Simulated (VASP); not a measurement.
Write the native input for VASP 6.6.1 that does the following.

- Task: single point
- Functional: PBE
- Dispersion: TS
- Potentials or basis: VASP PAW PBE potentials, release 64 (Mn_pv, O)
- Cutoff: 520 eV
- k mesh: 7 × 5 × 3
- Occupations: gaussian, width 0.02 eV
- Spin: collinear spin, ferromagnetic start
- Starting moments: [4.0, 4.0, 0.0, 0.0, 0.0, 0.0] μB
- Further INCAR settings: ALGO = Normal; EDIFF = 1e-07

The structure of MnO2 lies in POSCAR:

```
MnO2
1.0
    2.9041580000      0.0000000000      0.0000000000
    0.0000000000      3.8448100000      0.0000000000
    0.0000000000      0.0000000000      6.1642640000
Mn O
2 4
Direct
    0.5000000000      0.5000000000      0.3433015000
    0.0000000000      0.0000000000      0.6566985000
    0.5000000000      0.0000000000      0.8375675000
    0.0000000000      0.5000000000      0.1624325000
    0.5000000000      0.0000000000      0.4217995000
    0.0000000000      0.5000000000      0.5782005000
```

These files were run (other wordings do the same):

INCAR

```
PREC = Accurate
ENCUT = 520
EDIFF = 1E-7
ISMEAR = 0
SIGMA = 0.02
LREAL = False
LASPH = True
ALGO = Normal
NELM = 100
ISIF = 2
LWAVE = False
LCHARG = False
ISPIN = 2
MAGMOM = 4 4 0 0 0 0
LORBIT = 11
LMAXMIX = 4
IVDW = 2
```

KPOINTS

```
k-points
0
Gamma
  7 5 3
```

Potentials or basis: VASP PAW PBE potentials, release 64 (Mn_pv, O).

Launch:

```sh
$ cat potpaw_PBE.64/Mn_pv/POTCAR potpaw_PBE.64/O/POTCAR > POTCAR
$ mpirun -np 1 vasp_std > vasp.out
```

It gave:

```json
{"Pressure": "-9.3 GPa", "Largest force": "0.669 eV/Å", "Band gap on the k mesh": "zero (filled and empty bands overlap)", "Net moment": "6.00 μB per cell", "Site moments": "Mn +2.78; O +0.12, -0.00 (each value once) μB", "Valence electrons inside the program's atomic spheres": "Mn 11.61; O 4.93, 5.00 (each value once)", "Hirshfeld charges": "Mn +0.55; O -0.26, -0.29 (each value once) e", "Dispersion energy per atom": "-0.202 eV"}
```

Caveat: the cell stands under tension; semilocal functionals often make such compounds metallic where correlation or magnetic order opens a gap, which also shifts bond lengths; only a ferromagnetic start was run, and an antiferromagnetic order may lie lower in energy.

Run time: 48 s on 1 thread of Intel(R) Xeon(R) 6975P-C (Granite Rapids), with other jobs on the host, peak memory 0.25 GiB.
